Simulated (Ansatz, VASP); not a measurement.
K in VASP and in Ansatz

POSCAR

```
K
1.0
   -2.6699463634      2.6699463634      2.6699463634
    2.6699463634     -2.6699463634      2.6699463634
    2.6699463634      2.6699463634     -2.6699463634
K
1
Direct
    0.0000000000      0.0000000000      0.0000000000
```

The input INCAR.step1:

```
  PREC = Accurate
  ENCUT = 520
  ISMEAR = -1
  SIGMA = 0.6
  LREAL = False
  LASPH = True
  NELM = 60
  NBANDS = 10
  GGA = PE
  ALGO = Normal
  EDIFF = 1E-4
  LWAVE = True
  LCHARG = False
```

The input INCAR.step2:

```
  PREC = Accurate
  ENCUT = 520
  EDIFF = 1E-7
  ISMEAR = -1
  SIGMA = 0.6
  LREAL = False
  LASPH = True
  NELM = 60
  ALGO = Normal
  ISIF = 2
  LWAVE = False
  LCHARG = True
  METAGGA = R2SCAN
  LMIXTAU = True
  LELF = True
  LVHAR = True
  NBANDS = 10
  ISTART = 1
```

KPOINTS

```
Automatic mesh
0
Gamma
  8 8 8
```

Input for Ansatz:

```yaml
crystal:
  lattice:
    - [-2.6699463634, 2.6699463634, 2.6699463634]
    - [2.6699463634, -2.6699463634, 2.6699463634]
    - [2.6699463634, 2.6699463634, -2.6699463634]
  atoms:
    - { symbol: K, position: [0.0, 0.0, 0.0] }
hamiltonian:
  xc: r2scan
  pseudopotentials:
    kind: paw
    azcp:
      K: "pseudopotentials/K.paw.azcp"
basis:
  ecutwfc: 500
  fft_grid_basis: typed
kpoints:
  mp_grid: { grid: [8, 8, 8], shift: [0, 0, 0] }
magnetization:
  spin_polarized: false
scf:
  occupations: { method: fermi_dirac, width: 0.6 }
  lower_state_search: "off"
output:
  stress: true
```

Alike in both runs: task single point; functional r2SCAN; k mesh 8 × 8 × 8; occupations fermi-dirac, width 0.6 eV; no spin polarisation.

```csv
,VASP,Ansatz
version,VASP 6.6.1,Ansatz 0.2.0
potentials or method,"VASP PAW PBE potentials, release 64 (K_sv), cutoff 520 eV","plane waves (500 eV) with PAW, scalar-relativistic"
valence electrons in the cell,9,9
```

```tsv
	VASP	Ansatz	Ansatz less VASP
pressure (GPa)	0.3	0.3	+0.02
```

VASP's potentials were made for PBE, not for r2SCAN.
